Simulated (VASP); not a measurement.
Write the native input for VASP 6.6.1 that does the following.

* Task: single point
* Functional: PBEsol
* Potentials or basis: VASP PAW PBE potentials, release 64 (Hf_pv)
* Cutoff: 520 eV
* k mesh: 18 × 18 × 10
* Occupations: gaussian, width 0.15 eV
* Spin: no spin polarisation
* Dipole correction: no
* Further INCAR settings: ALGO = Fast; EDIFF = 1e-06; NBANDS = 17

The structure of Hf lies in POSCAR:

```
Hf
1.0
    3.0082084847      0.0000000000      0.0000000000
   -1.5041042424      2.6051849677      0.0000000000
    0.0000000000      0.0000000000      5.7114864322
Hf
2
Direct
    0.3333333333      0.6666666667      0.2500000000
    0.6666666667      0.3333333333      0.7500000000
```

This cell differs from its parent crystal: ratio of the length along z to the lengths across it x 1.2, volume and fractional coordinates fixed.

The input as run:

INCAR

```
PREC = Accurate ; ENCUT = 520
EDIFF = 1E-6 ; ISMEAR = 0
SIGMA = 0.15 ; LREAL = False
LASPH = True ; NELM = 100
ALGO = Fast ; ISIF = 2
LWAVE = False ; LCHARG = False
GGA = PS ; NBANDS = 17
```

KPOINTS

```
regular mesh
0
Gamma
  18 18 10
```

Potentials or basis: VASP PAW PBE potentials, release 64 (Hf_pv).

Run with:

```sh
$ cat potpaw_PBE.64/Hf_pv/POTCAR > POTCAR
$ mpirun -np 1 vasp_std > vasp.out
```

Results of the run:

```
Pressure               : -3.8 GPa
Band gap on the k mesh : zero (band 10 reaches 4.75 eV, above the bottom of band 11 at 4.37 eV)
```

Caveat: the PAW data sets were made with another functional, which shifts forces and pressure a little; spin-orbit coupling is left out, which moves the levels of the heavy elements.

It took 55 s on 1 thread of Intel(R) Xeon(R) 6975P-C (Granite Rapids) (shared host), peak memory 0.26 GiB.
